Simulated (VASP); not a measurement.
# Ge in VASP: a series of runs

The runs below take Ge through single point, with PBE+D3(BJ).

Everything below comes from runs of VASP 6.6.1. Logs are shortened: lines on timing, memory, paths and dates and some standing lists are left out, and cuts for length are marked.

## (1) The cell of the first run

The cell holds a slab with vacuum, 4 atoms: a = 4.023 Å, b = 4.023 Å, c = 18.869 Å, α = 90.00°, β = 90.00°, γ = 120.00°.

## (2) Single point, PBE+D3(BJ) (layers slid over each other)

INCAR

```
SYSTEM = Ge
ALGO = Normal ; DIPOL = 0.5 0.5 0.377
EDIFF = 1E-6 ; ENCUT = 520
GGA = PE ; IDIPOL = 3
ISIF = 2 ; ISMEAR = 0
IVDW = 12 ; LASPH = .True.
LCHARG = .False. ; LDIPOL = .True.
LREAL = .False. ; LWAVE = .False.
NBANDS = 36 ; NELM = 100
PREC = Accurate ; SIGMA = 0.1
```

KPOINTS

```
k-points
0
Gamma
  9 9 1
  0 0 0
```

POSCAR

```
Ge
1.0
    4.0226895311      0.0000000000      0.0000000000
   -2.0113447656      3.4837513255      0.0000000000
    0.0000000000      0.0000000000     18.8685220517
Ge
4
Direct
    0.3333333333      0.6666666667      0.2747571332
    0.6666666667      0.3333333333      0.2384924472
    0.8888888889      1.0000000000      0.5150653573
    0.5555555556      1.3333333333      0.4788006714
```

Potentials or basis: VASP PAW PBE potentials, release 64 (Ge_d).

Launch:

```sh
$ cat potpaw_PBE.64/Ge_d/POTCAR > POTCAR
$ mpirun -np 1 vasp_std > vasp.out
```

OUTCAR:

```text
SYSTEM = Ge
   EDIFF = 1E-6
   ENCUT = 520
   GGA = PE
   ISIF = 2
   ISMEAR = 0
   IVDW = 12
   LASPH = .True.
   LREAL = .False.
   NELM = 100
   PREC = Accurate
 IVDW          = 12

 ion  position               nearest neighbor table
   1  0.333  0.667  0.275-   2 2.42   2 2.42   2 2.42
   2  0.667  0.333  0.238-   1 2.42   1 2.42   1 2.42
   3  0.889  0.000  0.515-   4 2.42   4 2.42   4 2.42
   4  0.556  0.333  0.479-   3 2.42   3 2.42   3 2.42

  LATTYP: Found a hexagonal cell.
 ALAT       =     4.0226895311
 C/A-ratio  =     4.6905240650

  Lattice vectors:

 A1 = (   4.0226895311,   0.0000000000,   0.0000000000)
 A2 = (  -2.0113447656,   3.4837513255,   0.0000000000)
 A3 = (   0.0000000000,   0.0000000000,  18.8685220517)

Analysis of symmetry for initial positions (statically):
=====================================================================
 Subroutine PRICEL returns:
 Original cell was already a primitive cell.

 Routine SETGRP: Setting up the symmetry group for a
 hexagonal supercell.

 Subroutine GETGRP returns: Found  1 space group operations
 (whereof  1 operations were pure point group operations)
 out of a pool of 24 trial point group operations.

The static configuration has the point symmetry C_1 .

Analysis of symmetry for dynamics (positions and initial velocities):
=====================================================================
 Subroutine PRICEL returns:
 Original cell was already a primitive cell.

 Routine SETGRP: Setting up the symmetry group for a
 hexagonal supercell.

 Subroutine GETGRP returns: Found  1 space group operations
 (whereof  1 operations were pure point group operations)
 out of a pool of 24 trial point group operations.

The dynamic configuration has the point symmetry C_1 .

 Subroutine INISYM returns: Found  1 space group operations
 (whereof  1 operations are pure point group operations),
 and found     1 'primitive' translations

----------------------------------------------------------------------------------------

                                     Primitive cell

  volume of cell :     264.4244

  direct lattice vectors                    reciprocal lattice vectors
     4.022689531  0.000000000  0.000000000     0.248589903  0.143523447  0.000000000
    -2.011344766  3.483751326  0.000000000     0.000000000  0.287046895  0.000000000
     0.000000000  0.000000000 18.868522052     0.000000000  0.000000000  0.052998322

  length of vectors
     4.022689531  4.022689531 18.868522052     0.287046895  0.287046895  0.052998322

  position of ions in fractional coordinates (direct lattice)
     0.333333333  0.666666667  0.274757133
     0.666666667  0.333333333  0.238492447
     0.888888889  0.000000000  0.515065357
     0.555555556  0.333333333  0.478800671

  ion indices of the primitive-cell ions
   primitive index   ion index
                 1           1
                 2           2
                 3           3
                 4           4

----------------------------------------------------------------------------------------

 KPOINTS: k-points

Automatic generation of k-mesh.
 Grid dimensions read from file:
 generate k-points for:    9    9    1

 Generating k-lattice:

  Cartesian coordinates                     Fractional coordinates (reciprocal lattice)
     0.027621100  0.015947050  0.000000000     0.111111111 -0.000000000  0.000000000
     0.000000000  0.031894099  0.000000000     0.000000000  0.111111111  0.000000000
     0.000000000  0.000000000  0.052998322     0.000000000  0.000000000  1.000000000

  Length of vectors
     0.031894099  0.031894099  0.052998322

  Shift w.r.t. Gamma in fractional coordinates (k-lattice)
     0.000000000  0.000000000  0.000000000

 Subroutine IBZKPT returns following result:
 ===========================================

 Found     41 irreducible k-points:

 Following reciprocal coordinates:
            Coordinates               Weight
  0.000000  0.000000  0.000000      1.000000
  0.111111  0.000000  0.000000      2.000000
  0.000000  0.111111  0.000000      2.000000
 -0.111111  0.111111  0.000000      2.000000
  0.222222 -0.000000  0.000000      2.000000
  0.000000  0.222222  0.000000      2.000000
[... 16 lines left out ...]
  0.333333  0.111111  0.000000      2.000000
 -0.111111  0.444444  0.000000      2.000000
 [... further k-points ...]
   k-points           NKPTS =     41   k-points in BZ     NKDIM =     41   number of bands    NBANDS=     36
   number of dos      NEDOS =    301   number of ions     NIONS =      4
   total plane-waves  NPLWV = 126000
   dimension x,y,z NGX =    30 NGY =   30 NGZ =  140
   dimension x,y,z NGXF=    60 NGYF=   60 NGZF=  280
   ions per type =               4
   NGX,Y,Z   is equivalent  to a cutoff of  12.40, 12.40, 12.34 a.u.
   NGXF,Y,Z  is equivalent  to a cutoff of  24.80, 24.80, 24.67 a.u.
 SYSTEM =  Ge
   PREC   = accura    normal or accurate (medium, high low for compatibility)
   ISTART =      0    job   : 0-new  1-cont  2-samecut
   ICHARG =      2    charge: 1-file 2-atom 10-const
   ISPIN  =      1    spin polarized calculation?
   LNONCOLLINEAR =      F non collinear calculations
   LSORBIT =      F    spin-orbit coupling
   LASPH  =      T    aspherical Exc in radial PAW
   ENCUT  =  520.0 eV  38.22 Ry    6.18 a.u.   7.48  7.48 35.08*2*pi/ulx,y,z
   NELM   =    100;   NELMIN=  2; NELMDL= -5     # of ELM steps
   EDIFF  = 0.1E-05   stopping-criterion for ELM
   LREAL  =      F    real-space projection
[... 7 lines left out ...]
   TEBEG  =    0.0;   TEEND  =   0.0 temperature during run
   PSTRESS=    0.0 pullay stress
   NELECT =      56.0000    total number of electrons
   NUPDOWN=      -1.0000    fix difference up-down
   EMIN   =  10.00;   EMAX   =-10.00  energy-range for DOS
   EFERMI =   0.00;   METHOD = LEGACY
   ISMEAR =     0;   SIGMA  =   0.10  broadening in eV -4-tet -1-fermi 0-gaus
   EFERMI_NEDOS =   21; number of points for ismear=-14 and -15
   IALGO  =     38    algorithm
   IMIX   =      4    mixing-type and parameters
     AMIX     =   0.40;   BMIX     =  1.00
     AMIX_MAG =   1.60;   BMIX_MAG =  1.00
  volume/ion in A,a.u.               =      66.11       446.11
  Fermi-wavevector in a.u.,A,eV,Ry     =   0.975821  1.844035 12.955840  0.952227
  Thomas-Fermi vector in A             =   2.106391
   LORBIT       =      0    0 simple, 1 ext, 2 COOP (PROOUT), +10 PAW based schemes
   GGA     = PE    functional components
   LHFCALC =     F    Hartree Fock is set to
   AEXX    =    0.0000 exact exchange contribution
   IVDW    =    12    specifies the selected vdW correction
   LEPSILON=     F    determine dielectric tensor
   LRPA    =     F    only Hartree local field effects (RPA)
 non-spin polarized calculation
 Gauss-broadening in eV      SIGMA  =   0.10
  energy-cutoff  :      520.00
  volume of cell :      264.42
 maximum number of plane-waves:      7165
 NGX is ok and might be reduce to    30
   NGX = 15   NGY = 15   NGZ = 71

 dipolmoment           0.000000      0.000000     -0.000004 electrons x Angstroem

 number of electron      55.9999992 magnetization

 dipolmoment           0.000000      0.000000      0.005759 electrons x Angstroem

 Free energy of the ion-electron system (eV)
  ---------------------------------------------------
  ext. energy  EPLUGINS =         0.00000000
  ---------------------------------------------------
  free energy    TOTEN  =       -16.20234618 eV

  energy without entropy =      -16.20104620  energy(sigma->0) =      -16.20169619

 E-fermi :  -1.3636     XC(G=0):  -4.4132

 val. band max:       -1.4508714202   @ k =   0.3333   0.3333   0.0000
 cond. band min:      -1.2762517902   @ k =   0.3333   0.3333   0.0000
 fundamental gap:      0.1746196300
 Fermi energy:        -1.3635615656

 k-point     1 :       0.0000    0.0000    0.0000
  band No.  band energies     occupation
      1     -25.8827      2.00000
      2     -25.8826      2.00000
      3     -25.8324      2.00000
      4     -25.8322      2.00000
      5     -25.8305      2.00000
      6     -25.8283      2.00000
[... 28 lines left out ...]
     35       2.5885      0.00000
     36       2.6209      0.00000

 k-point     2 :       0.1111    0.0000    0.0000
  band No.  band energies     occupation
      1     -25.8892      2.00000
      2     -25.8873      2.00000
      3     -25.8443      2.00000
      4     -25.8345      2.00000
      5     -25.8329      2.00000
      6     -25.8255      2.00000
[... 28 lines left out ...]
     35       3.0023      0.00000
     36       3.1071      0.00000

 k-point     3 :       0.0000    0.1111    0.0000
  band No.  band energies     occupation
      1     -25.8892      2.00000
      2     -25.8873      2.00000
      3     -25.8444      2.00000
      4     -25.8346      2.00000
      5     -25.8327      2.00000
      6     -25.8255      2.00000
[... 28 lines left out ...]
     35       3.0253      0.00000
     36       3.1033      0.00000

 k-point     4 :      -0.1111    0.1111    0.0000
  band No.  band energies     occupation
      1     -25.8891      2.00000
      2     -25.8874      2.00000
      3     -25.8444      2.00000
      4     -25.8347      2.00000
      5     -25.8326      2.00000
      6     -25.8254      2.00000
[... 28 lines left out ...]
     35       3.0345      0.00000
     36       3.1074      0.00000

 k-point     5 :       0.2222   -0.0000    0.0000
  band No.  band energies     occupation
      1     -25.8988      2.00000
      2     -25.8951      2.00000
      3     -25.8570      2.00000
      4     -25.8440      2.00000
      5     -25.8406      2.00000
      6     -25.8127      2.00000
[... 655 lines left out ...]
 k-point    22 :       0.3333   -0.1111    0.0000
  band No.  band energies     occupation
      1     -25.9050      2.00000
      2     -25.8981      2.00000
      3     -25.8653      2.00000
      4     -25.8501      2.00000
      5     -25.8436      2.00000
      6     -25.8113      2.00000
[... 28 lines left out ...]
     35       3.8823      0.00000
     36       4.0578      0.00000

 k-point    23 :       0.3333    0.1111    0.0000
  band No.  band energies     occupation
      1     -25.9104      2.00000
      2     -25.8967      2.00000
      3     -25.8781      2.00000
      4     -25.8557      2.00000
      5     -25.8422      2.00000
      6     -25.8236      2.00000
[... 28 lines left out ...]
     35       4.4817      0.00000
     36       4.8152      0.00000

 k-point    24 :      -0.1111    0.4444    0.0000
  band No.  band energies     occupation
      1     -25.9105      2.00000
      2     -25.8967      2.00000
      3     -25.8781      2.00000
      4     -25.8555      2.00000
      5     -25.8424      2.00000
      6     -25.8237      2.00000
[... 28 lines left out ...]
     35       4.6372      0.00000
     36       4.7619      0.00000

 [... further k-points ...]

------------------------ aborting loop because EDIFF is reached ----------------------------------------

 vacuum level on the upper side and lower side of the slab       (xc-potential included)        -0.154        -0.226

 Edisp (eV)   -0.80583

 E8    (eV) :    -0.3702

  FORCE on cell =-STRESS in cart. coord.  units (eV):
  Direction    XX          YY          ZZ          XY          YZ          ZX
  --------------------------------------------------------------------------------------
  -------------------------------------------------------------------------------------
  Total      -0.19929    -0.20098    -0.84136    -0.02005     0.00439    -0.01318
  in kB      -1.20751    -1.21778    -5.09787    -0.12147     0.02662    -0.07983
  external pressure =       -2.51 kB  Pullay stress =        0.00 kB

 VOLUME and BASIS-vectors are now :
 -----------------------------------------------------------------------------
  energy-cutoff  :      520.00
  volume of cell :      264.42
      direct lattice vectors                 reciprocal lattice vectors
     4.022689531  0.000000000  0.000000000     0.248589903  0.143523447  0.000000000
    -2.011344766  3.483751326  0.000000000     0.000000000  0.287046895  0.000000000
     0.000000000  0.000000000 18.868522052     0.000000000  0.000000000  0.052998322

 POSITION                                       TOTAL-FORCE (eV/Angst)
 -----------------------------------------------------------------------------------
     -0.00000      2.32250      5.18426        -0.001599     -0.000834      0.155095
      2.01134      1.16125      4.50000         0.004438     -0.000472      0.037845
      3.57572      0.00000      9.71852         0.000122     -0.001509     -0.010908
      1.56438      1.16125      9.03426        -0.002961      0.002815     -0.182032
 -----------------------------------------------------------------------------------
    total drift:                               -0.000632      0.000009     -0.000562

  FREE ENERGIE OF THE ION-ELECTRON SYSTEM (eV)
  ---------------------------------------------------
  free  energy   TOTEN  =       -17.0081740900 eV

  energy  without entropy=      -17.0068741027  energy(sigma->0) =      -17.00752410

 vacuum level on the upper side and lower side of the slab         3.011         2.938
```

Run time: 6.7 min. Hardware: 1 thread of Intel Xeon Platinum 8488C (Sapphire Rapids), shared host; peak memory 0.52 GiB.

What came out:

- Free energy: -17.0082 eV
- Largest force: 0.182 eV/Å
- Band gap on the k mesh: 0.17 eV
- Dispersion energy per atom: -0.201 eV

Forces in eV/Å, atoms in the order of the input:
```
Ge  -0.002 -0.001  0.155
Ge   0.004  0.000  0.038
Ge   0.000 -0.002 -0.011
Ge  -0.003  0.003 -0.182
```

Caveat: the cell differs from its parent crystal (layers slid over each other).

## (3) Single point, PBE+D3(BJ) (layers slid over each other)

INCAR

```
  PREC = Accurate
  ENCUT = 520
  EDIFF = 1E-6
  ISMEAR = 0
  SIGMA = 0.1
  LREAL = False
  LASPH = True
  NELM = 60
  ALGO = Normal
  ISIF = 2
  LWAVE = False
  LCHARG = False
  LDIPOL = True
  IDIPOL = 3
  DIPOL = 0.5 0.5 0.377
  GGA = PE
  IVDW = 12
  NBANDS = 36
```

KPOINTS

```
Automatic mesh
0
Gamma
  9 9 1
```

POSCAR: that of step 2 with these lines changed.

```diff
@@ -10,3 +10,3 @@
     0.6666666667      0.3333333333      0.2384924472
-    0.8888888889      1.0000000000      0.5150653573
-    0.5555555556      1.3333333333      0.4788006714
+    0.8888888889      1.2222222222      0.5150653573
+    0.5555555556      1.5555555556      0.4788006714
```

Potentials or basis: VASP PAW PBE potentials, release 64 (Ge_d).

Launch:

```sh
$ cat potpaw_PBE.64/Ge_d/POTCAR > POTCAR
$ mpirun -np 1 vasp_std > vasp.out
```

It took 6.8 min on 1 thread of Intel Xeon Platinum 8488C (Sapphire Rapids), shared host; peak memory 0.52 GiB.

The run converged. Its results:

```
Free energy                : -17.0083 eV
Largest force              : 0.182 eV/Å
Band gap on the k mesh     : 0.35 eV
Dispersion energy per atom : -0.201 eV
```

Forces on the atoms (eV/Å):
```
Ge   0.001  0.000  0.172
Ge  -0.005  0.002  0.014
Ge   0.008 -0.003 -0.004
Ge  -0.004  0.001 -0.181
```

Levels at points of the mesh, in eV from the valence-band top:
| k point | band 25 | band 26 | band 27 | band 28 | band 29 | band 30 | band 31 | band 32 |
| --- | --- | --- | --- | --- | --- | --- | --- | --- |
| (0.00, 0.00, 0.00) | -0.29 | -0.28 | -0.25 | -0.24 | 0.68 | 0.85 | 2.16 | 3.54 |

Caveat: the cell differs from its parent crystal (layers slid over each other).
